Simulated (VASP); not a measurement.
ZnC:

```xyz
4
Lattice="2.6905 0.0000 0.0000 0.0000 3.8581 0.0000 0.0000 0.0000 5.8762" Properties=species:S:1:pos:R:3 pbc="T T T"
Zn    0.0000    1.9290    2.4937
Zn    1.3452    0.0000    3.3825
C     0.0000    1.9290    4.2348
C     1.3452    0.0000    1.6414
```

The cell was generated, and may not be a known phase.

| Item | Value |
| --- | --- |
| Program | VASP 6.6.1 |
| Task | relaxation of cell and atoms |
| Functional | PBE |
| Potentials or basis | VASP PAW PBE potentials, release 64 (Zn, C) |
| Cutoff | 600 eV |
| k mesh | 6 × 4 × 4 |
| Occupations | gaussian, width 0.1 eV |
| Spin | no spin polarisation |

At the start: pressure 14.2 GPa; volume 15.25 Å³/atom.

Q: How do energy, volume and symmetry change on relaxing?

A: Over 57 steps the energy falls by 1147.6 meV/atom and the volume is 10.69 Å³/atom (-29.9 %); space group Pmmn (No. 59, to 0.1 Å) before, Immm (No. 71, to 0.1 Å).

The path:
| step | energy change (eV) | largest force (eV/Å) | pressure (GPa) | volume (Å³) |
| --- | --- | --- | --- | --- |
| 1 | 0.0000 | 6.6813 | 14.16 | 61.00 |
| 3 | -1.7556 | 1.3481 | -11.96 | 67.12 |
| 5 | -3.2443 | 1.6814 | 5.18 | 52.57 |
| 7 | -3.5872 | 0.8765 | 8.34 | 52.21 |
| 9 | -3.9814 | 0.1402 | -1.30 | 58.04 |
| 11 | -3.9819 | 0.1376 | -0.93 | 57.88 |
| 13 | -3.9946 | 0.0927 | -0.86 | 57.82 |
| 15 | -4.0001 | 0.0111 | 1.45 | 56.54 |
| 17 | -4.0062 | 0.0136 | -0.41 | 56.99 |
| 19 | -4.0083 | 0.0107 | -0.49 | 56.56 |
| 21 | -4.0248 | 0.0274 | 0.68 | 52.97 |
| 23 | -3.4151 | 2.5058 | 30.21 | 38.55 |
| 25 | -4.0334 | 0.7548 | 11.62 | 43.09 |
| 27 | -4.0955 | 0.2397 | 5.96 | 46.04 |
| 29 | -4.0961 | 0.2589 | 5.93 | 45.93 |
| 31 | -4.0970 | 0.3506 | 6.60 | 45.42 |
| 33 | -4.1016 | 0.3563 | 6.56 | 45.45 |
| 35 | -4.1208 | 0.3822 | 5.52 | 45.58 |
| 37 | -4.1721 | 0.4700 | 1.78 | 46.08 |
| 39 | -4.1904 | 0.4940 | -1.79 | 46.63 |
| 41 | -4.2324 | 0.4524 | -1.49 | 46.19 |
| 43 | -4.4036 | 0.2756 | 0.91 | 44.05 |
| 45 | -4.5340 | 0.2142 | 7.08 | 40.94 |
| 47 | -4.5367 | 0.2878 | 5.24 | 41.27 |
| 49 | -4.5553 | 0.0791 | 4.72 | 41.44 |
| 51 | -4.5647 | 0.1777 | -3.64 | 44.14 |
| 53 | -4.5813 | 0.1343 | -0.75 | 43.00 |
| 55 | -4.5870 | 0.0416 | -1.43 | 43.16 |
| 57 | -4.5905 | 0.0327 | -0.08 | 42.77 |

Final structure:
```yaml
crystal:
  lattice:
    - [3.00463, 0.00000, 0.00000]
    - [0.00000, 3.13201, 0.00000]
    - [0.00000, 0.00000, 4.54534]
  atoms:
    - { symbol: Zn, position: [0.00000, 0.50000, 0.25058] }
    - { symbol: Zn, position: [0.50000, 0.00000, 0.74942] }
    - { symbol: C, position: [0.00000, 0.50000, 0.74895] }
    - { symbol: C, position: [0.50000, 0.00000, 0.25105] }
```

Caveat: the k points lie up to 0.50 Å⁻¹ apart in the final cell, too coarse for converged energies and pressures of a metal; the volume moved by over 15 % at a fixed basis, so the end points are rough.
